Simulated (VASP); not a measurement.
A run of VASP 6.6.1:

File INCAR:

```
PREC     = Accurate       # precision mode
ENCUT    = 520            # plane-wave cutoff, eV
EDIFF    = 1E-7           # SCF threshold, eV
ISMEAR   = 0              # smearing method
SIGMA    = 0.1            # smearing width, eV
LREAL    = False          # projectors in reciprocal space
LASPH    = True           # aspherical terms in the spheres
NELM     = 80             # most SCF steps
ALGO     = Normal         # electronic algorithm
ISIF     = 2              # what is computed and relaxed
LWAVE    = False          # write WAVECAR
LCHARG   = False          # write CHGCAR
GGA      = CA             # functional
NBANDS   = 17             # bands
```

KPOINTS

```
Automatic mesh
0
Gamma
  16 16 10
```

POSCAR

```
Hf
1.0
    3.0372208155      0.0000000000      0.0000000000
   -1.5186104078      2.6303103832      0.0000000000
    0.0000000000      0.0000000000      4.8433521039
Hf
2
Direct
    0.3333333333      0.6666666667      0.2500000000
    0.6666666667      0.3333333333      0.7500000000
```

Potentials or basis: VASP PAW LDA potentials, release 64 (Hf_pv).

Command:

```bash
$ cat potpaw_LDA.64/Hf_pv/POTCAR > POTCAR
$ mpirun -np 1 vasp_std > vasp.out
```

Hardware: 1 thread of Intel(R) Xeon(R) Platinum 8488C (Sapphire Rapids), with other jobs on the host.

Question: How long does it take, and how much memory?

Answer: Wall time 45 s on 1 thread of Intel(R) Xeon(R) Platinum 8488C (Sapphire Rapids), on a shared host, peak memory 0.21 GiB. Counts: scf iterations 12, k points 180.
